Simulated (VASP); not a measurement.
**Mo: single point with PBE**

The system is Mo.

```
Mo
1.0
     2.91098    0.00000    0.00000
    -1.45549    2.52099    0.00000
     0.00000    0.00000    4.72468
Mo
2
Direct
  0.33333 0.66667 0.25000
  0.66667 0.33333 0.75000
```

```json
{
  "Program": "VASP 6.6.1",
  "Task": "single point",
  "Functional": "PBE",
  "Potentials or basis": "VASP PAW PBE potentials, release 64 (Mo_sv)",
  "Cutoff": "520 eV",
  "k mesh": "9 × 9 × 4",
  "Occupations": "gaussian, width 0.1 eV",
  "Spin": "no spin polarisation",
  "Dipole correction": "no",
  "Further INCAR settings": "ALGO = Normal; EDIFF = 1e-06; NBANDS = 21"
}
```

```
Pressure               : -15.8 GPa
Band gap on the k mesh : zero (band 14 reaches 11.61 eV, above the bottom of band 15 at 9.99 eV)
```

Stress tensor (GPa, compression positive):
```
-17.81   0.00   0.00
  0.00 -17.81   0.00
  0.00   0.00 -11.91
```

Levels at points of the mesh, in eV from the Fermi level:
```tsv
k point	band 11	band 12	band 13	band 14	band 15	band 16	band 17	band 18
(0.00, 0.00, 0.00)	-0.61	-0.58	-0.58	0.05	0.05	0.81	0.81	1.35
(0.00, 0.00, 0.50)	-1.15	-1.15	-0.66	-0.66	-0.66	-0.66	2.49	2.49
```

Wall time 16 s on 1 thread of Intel Xeon 6975P-C, with other jobs on the host, peak memory 0.16 GiB.
